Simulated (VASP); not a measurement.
Input of a VASP 6.6.1 run:

INCAR

```
PREC = Accurate ; ENCUT = 520
EDIFF = 1E-6 ; ISMEAR = -1
SIGMA = 0.01 ; LREAL = Auto
LASPH = True ; NELM = 120
ALGO = Normal ; ISIF = 2
LWAVE = False ; LCHARG = True
GGA = PE ; LELF = True
LVHAR = True ; NELECT = 128.0
NBANDS = 86 ; GGA_COMPAT = False
```

Contents of KPOINTS:

```
Automatic mesh
0
Gamma
  1 1 1
  0.25 0.25 0.25
```

Contents of POSCAR:

```
Si16HC16
1.0
    6.1879230300      0.0000000600      0.0000000000
   -3.0939615600      5.3588985100      0.0000000000
    0.0000000000      0.0000000000     10.1287833600
Si C H
16 16 1
Direct
    0.3324660871      0.1675452480      0.9395624985
    0.1663078508      0.3331292777      0.4371798510
    0.0015819891     -0.0030090139      0.6868022301
   -0.0014004965      0.0008186384      0.1892127546
    0.3243009265      0.6669323880      0.9515008523
    0.1677468388      0.8355916765      0.4384230408
    0.0004700309      0.4923883136      0.6890944106
   -0.0023553342      0.5009281283      0.1909717023
    0.8324320368      0.1638260080      0.9405401085
    0.6702913540      0.3352586276      0.4372395818
    0.5068031451      0.0096206281      0.6851348038
    0.4986924633      0.0022426195      0.1905750110
    0.8320429700      0.6659956227      0.9406280756
    0.6687330108      0.8367361225      0.4373197493
    0.5070640414      0.4835484316      0.6786333319
    0.4984673830      0.5017434021      0.1902329166
    0.3343303300      0.1639598097      0.7512136186
    0.1640288389      0.3350765063      0.2510014194
    0.0014227138      0.0004659539      0.5014515386
   -0.0008333837     -0.0002313908      0.0019103973
    0.3474316509      0.6759493527      0.7520899331
    0.1644750856      0.8353013183      0.2517853240
    0.0056742211      0.5023231910      0.5036666121
   -0.0078526291      0.4966475845      0.0036932372
    0.8371917683      0.1628039695      0.7526443926
    0.6649187300      0.3361828847      0.2515449200
    0.5027454426      0.0024212009      0.5009221562
    0.4986603810      0.0028879013      0.0030770724
    0.8378868283      0.6623331162      0.7510989948
    0.6648206233      0.8361919808      0.2510036901
    0.5021236238      0.5006168646      0.4978707532
    0.4965223199      0.5014674126      0.0021796300
    0.5244313696      0.7067388870      0.8010972998
```

Potentials or basis: VASP PAW PBE potentials, release 64 (Si, C, H).

The run is started by

```bash
$ cat potpaw_PBE.64/Si/POTCAR potpaw_PBE.64/C/POTCAR potpaw_PBE.64/H/POTCAR > POTCAR
$ mpirun -np 1 vasp_std > vasp.out
```

(1) What does it give for the largest force?

Results:

(1) 0.340 eV/Å.

Caveat: the k points lie up to 0.59 Å⁻¹ apart; the cell carries a net charge on a neutralising background, which shifts energy and pressure.
